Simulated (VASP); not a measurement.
Set up this calculation in VASP 6.6.1, as the native input.

```
Task                   : relaxation of cell and atoms
Functional             : PBE
Potentials or basis    : VASP PAW PBE potentials, release 64 (Ga_d, N)
Cutoff                 : 600 eV
k mesh                 : 10 × 10 × 10
Occupations            : gaussian, width 0.01 eV
Spin                   : no spin polarisation
Target pressure        : 50 GPa
Dipole correction      : no
Further INCAR settings : ALGO = Normal; EDIFF = 1e-06; IBRION = 2; EDIFFG = -0.001; NSW = 80; ISIF = 3
```

The structure of GaN lies in POSCAR:

```
GaN
1.0
    0.0000000000      2.2742384991      2.2742384991
    2.2742384991      0.0000000000      2.2742384991
    2.2742384991      2.2742384991      0.0000000000
Ga N
1 1
Direct
    0.0000000000      0.0000000000      0.0000000000
    0.7500000000      0.7500000000      0.7500000000
```

The input as run:

INCAR

```
SYSTEM = GaN
PREC = Accurate
ENCUT = 600
EDIFF = 1E-6
ISMEAR = 0
SIGMA = 0.01
LREAL = .False.
LASPH = .True.
NELM = 80
ALGO = Normal
ISIF = 3
LWAVE = .False.
LCHARG = .False.
GGA = PE
IBRION = 2
NSW = 80
EDIFFG = -0.001
PSTRESS = 500.0
```

KPOINTS

```
Automatic mesh
0
Gamma
  10 10 10
  0 0 0
```

Potentials or basis: VASP PAW PBE potentials, release 64 (Ga_d, N).

Launch:

```bash
$ cat potpaw_PBE.64/Ga_d/POTCAR potpaw_PBE.64/N/POTCAR > POTCAR
$ mpirun -np 1 vasp_std > vasp.out
```

It gave:

The relaxed volume is 9.70 Å³/atom, the relaxed cell is a = 3.016 Å, b = 3.016 Å, c = 3.016 Å, α = 60.00°, β = 60.00°, γ = 60.00° and the space group after relaxing (to 0.05 Å) is F-43m (No. 216). The energy change on relaxing (the enthalpy is what falls) is +270.6 meV/atom and the ionic steps are 11. The pressure after relaxing is 50.0 GPa and the band gap on the k mesh is 2.79 eV, direct.

Caveat: the cell is relaxed towards a set pressure, so the enthalpy falls and the energy may rise; the volume moved by over 15 % at a fixed basis, so the end points are rough.

It took 95 s on 1 thread of Intel(R) Xeon(R) Platinum 8375C CPU @ 2.90GHz (Ice Lake), with other jobs on the host, peak memory 0.18 GiB.
